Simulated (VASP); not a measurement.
# AlRu (P4/mmm) in VASP: a series of runs

AlRu is run at these levels: PBEsol; tasks: single point.

All numbers are computed with VASP 6.6.1; they aren't measurements. Logs are shortened: lines on timing, memory, paths and dates and some standing lists are left out, and cuts for length are marked.

## Step 1: The cell of the first run

The structure is tetragonal, space group P4/mmm (No. 123). Conventional cell: a = 2.976 Å, b = 2.976 Å, c = 3.021 Å, α = 90.00°, β = 90.00°, γ = 90.00°. Al (site symmetry 4/mmm) has 8 Ru at 2.59 Å and 6 Al at 2.98 to 3.02 Å within 3.4 Å. Within 3.4 Å of Ru (site symmetry 4/mmm) lie 8 Al at 2.59 Å and 6 Ru at 2.98 to 3.02 Å.

## Step 2: Single point, PBEsol (strain +0.0150 x Voigt [0, 1, 0, 0, 0, 0])

Input file INCAR:

```
SYSTEM = AlRu
ALGO = Fast
EDIFF = 1E-6
ENCUT = 520
GGA = PS
ISIF = 2
ISMEAR = 0
LASPH = .True.
LCHARG = .True.
LELF = .True.
LREAL = .False.
LVHAR = .True.
LWAVE = .False.
NBANDS = 16
NELM = 80
PREC = Accurate
SIGMA = 0.15
```

Input file KPOINTS:

```
k-points
0
Gamma
  20 20 20
  0 0 0
```

Input file POSCAR:

```
AlRu
1.0
    2.9764078228      0.0000000000      0.0000000000
    0.0000000000      3.0210539401      0.0000000000
    0.0000000000      0.0000000000      2.9764078228
Al Ru
1 1
Direct
    0.0000000000      0.0000000000      0.0000000000
    0.5000000000      0.5000000000      0.5000000000
```

Potentials or basis: VASP PAW PBE potentials, release 64 (Al, Ru_pv).

Run with:

```sh
$ cat potpaw_PBE.64/Al/POTCAR potpaw_PBE.64/Ru_pv/POTCAR > POTCAR
$ mpirun -np 1 vasp_std > vasp.out
```

OUTCAR:

```text
SYSTEM = AlRu
   EDIFF = 1E-6
   ENCUT = 520
   GGA = PS
   ISIF = 2
   ISMEAR = 0
   LASPH = .True.
   LREAL = .False.
   NELM = 80
   PREC = Accurate

 ion  position               nearest neighbor table
   1  0.000  0.000  0.000-   2 2.59   2 2.59   2 2.59   2 2.59   2 2.59   2 2.59   2 2.59   2 2.59

   2  0.500  0.500  0.500-   1 2.59   1 2.59   1 2.59   1 2.59   1 2.59   1 2.59   1 2.59   1 2.59

  LATTYP: Found a simple tetragonal cell.
 ALAT       =     2.9764078228
 C/A-ratio  =     1.0150000000

  Lattice vectors:

 A1 = (  -2.9764078228,   0.0000000000,   0.0000000000)
 A2 = (   0.0000000000,   0.0000000000,   2.9764078228)
 A3 = (   0.0000000000,   3.0210539401,   0.0000000000)

Analysis of symmetry for initial positions (statically):
=====================================================================
 Subroutine PRICEL returns:
 Original cell was already a primitive cell.

 Routine SETGRP: Setting up the symmetry group for a
 simple tetragonal supercell.

 Subroutine GETGRP returns: Found 16 space group operations
 (whereof 16 operations were pure point group operations)
 out of a pool of 16 trial point group operations.

The static configuration has the point symmetry D_4h.

Analysis of symmetry for dynamics (positions and initial velocities):
=====================================================================
 Subroutine PRICEL returns:
 Original cell was already a primitive cell.

 Routine SETGRP: Setting up the symmetry group for a
 simple tetragonal supercell.

 Subroutine GETGRP returns: Found 16 space group operations
 (whereof 16 operations were pure point group operations)
 out of a pool of 16 trial point group operations.

The dynamic configuration has the point symmetry D_4h.

 Subroutine INISYM returns: Found 16 space group operations
 (whereof 16 operations are pure point group operations),
 and found     1 'primitive' translations

----------------------------------------------------------------------------------------

                                     Primitive cell

  volume of cell :      26.7635

  direct lattice vectors                    reciprocal lattice vectors
     2.976407823  0.000000000  0.000000000     0.335975464  0.000000000  0.000000000
     0.000000000  3.021053940  0.000000000     0.000000000  0.331010310  0.000000000
     0.000000000  0.000000000  2.976407823     0.000000000  0.000000000  0.335975464

  length of vectors
     2.976407823  3.021053940  2.976407823     0.335975464  0.331010310  0.335975464

  position of ions in fractional coordinates (direct lattice)
     0.000000000  0.000000000  0.000000000
     0.500000000  0.500000000  0.500000000

  ion indices of the primitive-cell ions
   primitive index   ion index
                 1           1
                 2           2

----------------------------------------------------------------------------------------

 KPOINTS: k-points

Automatic generation of k-mesh.
 Grid dimensions read from file:
 generate k-points for:   20   20   20

 Generating k-lattice:

  Cartesian coordinates                     Fractional coordinates (reciprocal lattice)
     0.016798773  0.000000000  0.000000000     0.050000000  0.000000000  0.000000000
     0.000000000  0.016550515  0.000000000     0.000000000  0.050000000  0.000000000
     0.000000000  0.000000000  0.016798773     0.000000000  0.000000000  0.050000000

  Length of vectors
     0.016798773  0.016550515  0.016798773

  Shift w.r.t. Gamma in fractional coordinates (k-lattice)
     0.000000000  0.000000000  0.000000000

 Subroutine IBZKPT returns following result:
 ===========================================

 Found    726 irreducible k-points:

 Following reciprocal coordinates:
            Coordinates               Weight
  0.000000  0.000000  0.000000      1.000000
  0.050000  0.000000  0.000000      4.000000
  0.100000  0.000000  0.000000      4.000000
  0.150000  0.000000  0.000000      4.000000
  0.200000  0.000000  0.000000      4.000000
  0.250000  0.000000  0.000000      4.000000
[... 16 lines left out ...]
  0.000000  0.100000  0.000000      2.000000
  0.050000  0.100000  0.000000      8.000000
 [... further k-points ...]
   k-points           NKPTS =    726   k-points in BZ     NKDIM =    726   number of bands    NBANDS=     16
   number of dos      NEDOS =    301   number of ions     NIONS =      2
   total plane-waves  NPLWV =  13824
   dimension x,y,z NGX =    24 NGY =   24 NGZ =   24
   dimension x,y,z NGXF=    48 NGYF=   48 NGZF=   48
   ions per type =               1   1
   NGX,Y,Z   is equivalent  to a cutoff of  13.41, 13.21, 13.41 a.u.
   NGXF,Y,Z  is equivalent  to a cutoff of  26.81, 26.41, 26.81 a.u.
 SYSTEM =  AlRu
   PREC   = accura    normal or accurate (medium, high low for compatibility)
   ISTART =      0    job   : 0-new  1-cont  2-samecut
   ICHARG =      2    charge: 1-file 2-atom 10-const
   ISPIN  =      1    spin polarized calculation?
   LNONCOLLINEAR =      F non collinear calculations
   LSORBIT =      F    spin-orbit coupling
   LASPH  =      T    aspherical Exc in radial PAW
   ENCUT  =  520.0 eV  38.22 Ry    6.18 a.u.   5.53  5.62  5.53*2*pi/ulx,y,z
   NELM   =     80;   NELMIN=  2; NELMDL= -5     # of ELM steps
   EDIFF  = 0.1E-05   stopping-criterion for ELM
   LREAL  =      F    real-space projection
   EDIFFG = 0.1E-04   stopping-criterion for IOM
   NSW    =      0    number of steps for IOM
   IBRION =     -1    ionic relax: 0-MD 1-quasi-New 2-CG
   NFREE  =      0    steps in history (QN), initial steepest desc. (CG)
   ISIF   =      2    stress and relaxation
   ISYM   =      2    0-nonsym 1-usesym 2-fastsym
   POTIM  = 0.5000    time-step for ionic-motion
   TEBEG  =    0.0;   TEEND  =   0.0 temperature during run
   PSTRESS=    0.0 pullay stress
   NELECT =      17.0000    total number of electrons
   NUPDOWN=      -1.0000    fix difference up-down
   EMIN   =  10.00;   EMAX   =-10.00  energy-range for DOS
   EFERMI =   0.00;   METHOD = LEGACY
   ISMEAR =     0;   SIGMA  =   0.15  broadening in eV -4-tet -1-fermi 0-gaus
   EFERMI_NEDOS =   21; number of points for ismear=-14 and -15
   IALGO  =     68    algorithm
   IMIX   =      4    mixing-type and parameters
     AMIX     =   0.40;   BMIX     =  1.00
     AMIX_MAG =   1.60;   BMIX_MAG =  1.00
  volume/ion in A,a.u.               =      13.38        90.30
  Fermi-wavevector in a.u.,A,eV,Ry     =   1.407268  2.659350 26.945006  1.980402
  Thomas-Fermi vector in A             =   2.529544
   LORBIT       =      0    0 simple, 1 ext, 2 COOP (PROOUT), +10 PAW based schemes
   GGA     = PS    functional components
   LHFCALC =     F    Hartree Fock is set to
   AEXX    =    0.0000 exact exchange contribution
   IVDW    =     0    specifies the selected vdW correction
   LEPSILON=     F    determine dielectric tensor
   LRPA    =     F    only Hartree local field effects (RPA)
 non-spin polarized calculation
 RMM-DIIS sequential band-by-band and
 Gauss-broadening in eV      SIGMA  =   0.15
  energy-cutoff  :      520.00
  volume of cell :       26.76
 maximum number of plane-waves:       739
 NGX is ok and might be reduce to    24
   NGX = 11   NGY = 11   NGZ = 11

 number of electron      16.9999996 magnetization

 Free energy of the ion-electron system (eV)
  ---------------------------------------------------
  ext. energy  EPLUGINS =         0.00000000
  ---------------------------------------------------
  free energy    TOTEN  =       -15.52205641 eV

  energy without entropy =      -15.50361290  energy(sigma->0) =      -15.51283466

 E-fermi :  10.6007     XC(G=0): -12.6893

 val. band max:       10.5978464901   @ k =   0.4000   0.2500   0.2500
 cond. band min:      10.6010594780   @ k =   0.4500   0.3000   0.1500
 fundamental gap:      0.0032129879
 Fermi energy:        10.6007233454

 k-point     1 :       0.0000    0.0000    0.0000
  band No.  band energies     occupation
      1     -31.1238      2.00000
      2     -31.1059      2.00000
      3     -31.1059      2.00000
      4       0.9162      2.00000
      5       7.0041      2.00000
      6       7.0117      2.00000
[... 8 lines left out ...]
     15      22.5965      0.00000
     16      25.6956      0.00000

 k-point     2 :       0.0500    0.0000    0.0000
  band No.  band energies     occupation
      1     -31.1234      2.00000
      2     -31.1114      2.00000
      3     -31.1055      2.00000
      4       0.9648      2.00000
      5       7.0223      2.00000
      6       7.0301      2.00000
[... 8 lines left out ...]
     15      22.5969      0.00000
     16      25.8537      0.00000

 k-point     3 :       0.1000    0.0000    0.0000
  band No.  band energies     occupation
      1     -31.1273      2.00000
      2     -31.1220      2.00000
      3     -31.1041      2.00000
      4       1.1098      2.00000
      5       7.0742      2.00000
      6       7.0801      2.00000
[... 8 lines left out ...]
     15      22.5989      0.00000
     16      26.3449      0.00000

 k-point     4 :       0.1500    0.0000    0.0000
  band No.  band energies     occupation
      1     -31.1521      2.00000
      2     -31.1199      2.00000
      3     -31.1020      2.00000
      4       1.3477      2.00000
      5       7.1413      2.00000
      6       7.1561      2.00000
[... 8 lines left out ...]
     15      22.7191      0.00000
     16      27.1810      0.00000
[... 324 lines left out ...]
 k-point    22 :       0.5000    0.0500    0.0000
  band No.  band energies     occupation
      1     -31.3265      2.00000
      2     -31.1091      2.00000
      3     -31.0866      2.00000
      4       4.8014      2.00000
      5       5.1694      2.00000
      6       7.8520      2.00000
[... 8 lines left out ...]
     15      23.4271      0.00000
     16      24.3924      0.00000

 k-point    23 :       0.0000    0.1000    0.0000
  band No.  band energies     occupation
      1     -31.1424      2.00000
      2     -31.1044      2.00000
      3     -31.1044      2.00000
      4       1.1049      2.00000
      5       7.0571      2.00000
      6       7.0755      2.00000
[... 8 lines left out ...]
     15      22.5978      0.00000
     16      26.2417      0.00000

 k-point    24 :       0.0500    0.1000    0.0000
  band No.  band energies     occupation
      1     -31.1419      2.00000
      2     -31.1099      2.00000
      3     -31.1040      2.00000
      4       1.1529      2.00000
      5       7.0766      2.00000
      6       7.0941      2.00000
[... 8 lines left out ...]
     15      22.5977      0.00000
     16      26.3767      0.00000

 [... further k-points ...]

------------------------ aborting loop because EDIFF is reached ----------------------------------------

  FORCE on cell =-STRESS in cart. coord.  units (eV):
  Direction    XX          YY          ZZ          XY          YZ          ZX
  --------------------------------------------------------------------------------------
  -------------------------------------------------------------------------------------
  Total       -0.3872587     -0.8075632     -0.3872587      0.0000000      0.0000000      0.0000000
  in kB      -23.1829320    -48.3441281    -23.1829320      0.0000000      0.0000000      0.0000000
  external PRESSURE =     -31.5699973 kB  Pullay stress =       0.0000000 kB

 VOLUME and BASIS-vectors are now :
 -----------------------------------------------------------------------------
  energy-cutoff  :      520.00
  volume of cell :       26.76
      direct lattice vectors                 reciprocal lattice vectors
     2.976407823  0.000000000  0.000000000     0.335975464  0.000000000  0.000000000
     0.000000000  3.021053940  0.000000000     0.000000000  0.331010310  0.000000000
     0.000000000  0.000000000  2.976407823     0.000000000  0.000000000  0.335975464

 POSITION                                       TOTAL-FORCE (eV/Angst)
 -----------------------------------------------------------------------------------
      0.00000      0.00000      0.00000         0.000000      0.000000      0.000000
      1.48820      1.51053      1.48820         0.000000      0.000000      0.000000
 -----------------------------------------------------------------------------------
    total drift:                                0.000000     -0.000000     -0.000000

  FREE ENERGIE OF THE ION-ELECTRON SYSTEM (eV)
  ---------------------------------------------------
  free  energy   TOTEN  =       -15.5220564133 eV

  energy  without entropy=      -15.5036128971  energy(sigma->0) =      -15.51283466
```

It took 2.2 min on 1 thread of Intel Xeon Platinum 8259CL at 2.50GHz (Skylake/Cascade Lake), shared host; peak memory 0.39 GiB.

What came out:

- Free energy: -15.5221 eV
- Pressure: -3.2 GPa
- Band gap on the k mesh: zero (an odd number of electrons rules out a gap without spin polarisation)

Caveat: the cell differs from its parent crystal (strain +0.0150 x Voigt [0, 1, 0, 0, 0, 0]); the cell stands under tension; the PAW data sets were made with another functional, which shifts forces and pressure a little.

## Step 3: Single point, PBEsol (strain +0.0300 x Voigt [0, 1, 0, 0, 0, 0])

Input file INCAR:

```
SYSTEM = AlRu
PREC     = Accurate       ! precision mode
ENCUT    = 520            ! plane-wave cutoff, eV
EDIFF    = 1E-6           ! SCF threshold, eV
ISMEAR   = 0              ! smearing method
SIGMA    = 0.15           ! smearing width, eV
LREAL    = .FALSE.        ! projectors in reciprocal space
LASPH    = .TRUE.         ! aspherical terms in the spheres
NELM     = 60             ! most SCF steps
ALGO     = Fast           ! electronic algorithm
ISIF     = 2              ! what is computed and relaxed
LWAVE    = .FALSE.        ! write WAVECAR
LCHARG   = .FALSE.        ! write CHGCAR
GGA      = PS             ! functional
NBANDS   = 16             ! bands
```

Input file KPOINTS:

```
Automatic mesh
0
G
  20 20 20
  0 0 0
```

Edit POSCAR of step 2 so:

```diff
@@ -3,3 +3,3 @@
     2.9764078228      0.0000000000      0.0000000000
-    0.0000000000      3.0210539401      0.0000000000
+    0.0000000000      3.0657000575      0.0000000000
     0.0000000000      0.0000000000      2.9764078228
```

Potentials or basis: VASP PAW PBE potentials, release 64 (Al, Ru_pv).

Run with:

```sh
$ cat potpaw_PBE.64/Al/POTCAR potpaw_PBE.64/Ru_pv/POTCAR > POTCAR
$ mpirun -np 1 vasp_std > vasp.out
```

OUTCAR:

```text
SYSTEM = AlRu
   PREC = Accurate
   ENCUT = 520
   EDIFF = 1E-6
   ISMEAR = 0
   LREAL = .FALSE.
   LASPH = .TRUE.
   NELM = 60
   ISIF = 2
   GGA = PS

 ion  position               nearest neighbor table
   1  0.000  0.000  0.000-   2 2.60   2 2.60   2 2.60   2 2.60   2 2.60   2 2.60   2 2.60   2 2.60

   2  0.500  0.500  0.500-   1 2.60   1 2.60   1 2.60   1 2.60   1 2.60   1 2.60   1 2.60   1 2.60

  LATTYP: Found a simple tetragonal cell.
 ALAT       =     2.9764078228
 C/A-ratio  =     1.0300000000

  Lattice vectors:

 A1 = (  -2.9764078228,   0.0000000000,   0.0000000000)
 A2 = (   0.0000000000,   0.0000000000,   2.9764078228)
 A3 = (   0.0000000000,   3.0657000575,   0.0000000000)

Analysis of symmetry for initial positions (statically):
=====================================================================
 Subroutine PRICEL returns:
 Original cell was already a primitive cell.

 Routine SETGRP: Setting up the symmetry group for a
 simple tetragonal supercell.

 Subroutine GETGRP returns: Found 16 space group operations
 (whereof 16 operations were pure point group operations)
 out of a pool of 16 trial point group operations.

[... 165 lines left out ...]

 val. band max:       10.4001645752   @ k =   0.1000   0.0500   0.0500
 cond. band min:      10.4012691566   @ k =   0.0500   0.0500   0.0000
 fundamental gap:      0.0011045815
 Fermi energy:        10.4007568340

 k-point     1 :       0.0000    0.0000    0.0000
  band No.  band energies     occupation
      1     -31.3341      2.00000
      2     -31.2999      2.00000
      3     -31.2999      2.00000
      4       0.7961      2.00000
      5       6.8720      2.00000
      6       6.8887      2.00000
[... 433 lines left out ...]
      3     -31.2981      2.00000
      4       1.0269      2.00000
      5       6.9322      2.00000
      6       6.9668      2.00000
[... 8 lines left out ...]
     15      22.3963      0.00000
     16      25.8671      0.00000

 [... further k-points ...]

------------------------ aborting loop because EDIFF is reached ----------------------------------------

  FORCE on cell =-STRESS in cart. coord.  units (eV):
  Direction    XX          YY          ZZ          XY          YZ          ZX
  --------------------------------------------------------------------------------------
  -------------------------------------------------------------------------------------
  Total       -0.7545151     -1.5607618     -0.7545151     -0.0000000      0.0000000      0.0000000
  in kB      -44.5106541    -92.0730786    -44.5106541     -0.0000000      0.0000000      0.0000000
  external PRESSURE =     -60.3647956 kB  Pullay stress =       0.0000000 kB

 VOLUME and BASIS-vectors are now :
 -----------------------------------------------------------------------------
  energy-cutoff  :      520.00
  volume of cell :       27.16
      direct lattice vectors                 reciprocal lattice vectors
     2.976407823  0.000000000  0.000000000     0.335975464  0.000000000  0.000000000
     0.000000000  3.065700057  0.000000000     0.000000000  0.326189771  0.000000000
     0.000000000  0.000000000  2.976407823     0.000000000  0.000000000  0.335975464

 POSITION                                       TOTAL-FORCE (eV/Angst)
 -----------------------------------------------------------------------------------
      0.00000      0.00000      0.00000         0.000000      0.000000      0.000000
      1.48820      1.53285      1.48820         0.000000      0.000000      0.000000
 -----------------------------------------------------------------------------------
    total drift:                                0.000000     -0.000000     -0.000000

  FREE ENERGIE OF THE ION-ELECTRON SYSTEM (eV)
  ---------------------------------------------------
  free  energy   TOTEN  =       -15.5050367225 eV

  energy  without entropy=      -15.4862852381  energy(sigma->0) =      -15.49566098
```

stdout:

```text
POSCAR found type information on POSCAR AlRu
 POSCAR found :  2 types and       2 ions
 scaLAPACK will be used
 -----------------------------------------------------------------------------
|                                                                             |
|                                                                             |
|     You enforced a specific xc type in the INCAR file but a different       |
|     I HOPE YOU KNOW WHAT YOU ARE DOING!                                     |
|                                                                             |
 -----------------------------------------------------------------------------

 LDA part: xc-table for (Slater+PW92), standard interpolation
 POSCAR, INCAR and KPOINTS ok, starting setup
 FFT: planning ... GRIDC
 FFT: planning ... GRID_SOFT
 FFT: planning ... GRID
 WAVECAR not read
 entering main loop
```

Run time: 2.2 min. Hardware: 1 thread of Intel Xeon Platinum 8259CL at 2.50GHz (Skylake/Cascade Lake), shared host; peak memory 0.39 GiB.

Results:

| Quantity | Value |
| --- | --- |
| Free energy | -15.5050 eV |
| Pressure | -6.0 GPa |
| Band gap on the k mesh | zero (an odd number of electrons rules out a gap without spin polarisation) |

Caveat: the cell differs from its parent crystal (strain +0.0300 x Voigt [0, 1, 0, 0, 0, 0]); the cell stands under tension; the PAW data sets were made with another functional, which shifts forces and pressure a little.
